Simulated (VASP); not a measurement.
Write the native input for VASP 6.6.1 that does the following.

```
Task                   : single point
Functional             : PBEsol
Potentials or basis    : VASP PAW PBE potentials, release 64 (Ta_pv)
Cutoff                 : 520 eV
k mesh                 : 14 × 14 × 7
Occupations            : methfessel-paxton, width 0.15 eV
Spin                   : no spin polarisation
Dipole correction      : no
Further INCAR settings : ALGO = Normal; EDIFF = 1e-06; NBANDS = 18
```

The structure of Ta lies in POSCAR:

```
Ta
1.0
    3.0453906735      0.0000000000      0.0000000000
   -1.5226953420      2.6373856950      0.0000000000
    0.0000000000      0.0000000000      4.6859628118
Ta
2
Direct
    0.6666666667      0.3333333333      0.7500000000
    0.3333333333      0.6666666667      0.2500000000
```

This isn't the form of Ta at room conditions, which is bcc.

These files were run (other wordings do the same):

INCAR

```
PREC = Accurate
ENCUT = 520
EDIFF = 1E-6
ISMEAR = 1
SIGMA = 0.15
LREAL = F
LASPH = T
NELM = 80
ALGO = Normal
ISIF = 2
LWAVE = F
LCHARG = F
GGA = PS
NBANDS = 18
```

KPOINTS

```
regular mesh
0
Gamma
  14 14 7
```

Potentials or basis: VASP PAW PBE potentials, release 64 (Ta_pv).

The run is started by

```bash
$ cat potpaw_PBE.64/Ta_pv/POTCAR > POTCAR
$ mpirun -np 1 vasp_std > vasp.out
```

Results of the run:

| Property | Result |
| --- | --- |
| Pressure | -7.1 GPa |
| Band gap on the k mesh | zero (bands 11 and 12 overlap by 1.64 eV) |

Caveat: the cell stands under tension; the PAW data sets were made with another functional, which shifts forces and pressure a little; spin-orbit coupling is left out, which moves the levels of the heavy elements.

Run time: 58 s on 1 thread of Intel Xeon 8259CL (shared host), peak memory 0.19 GiB.
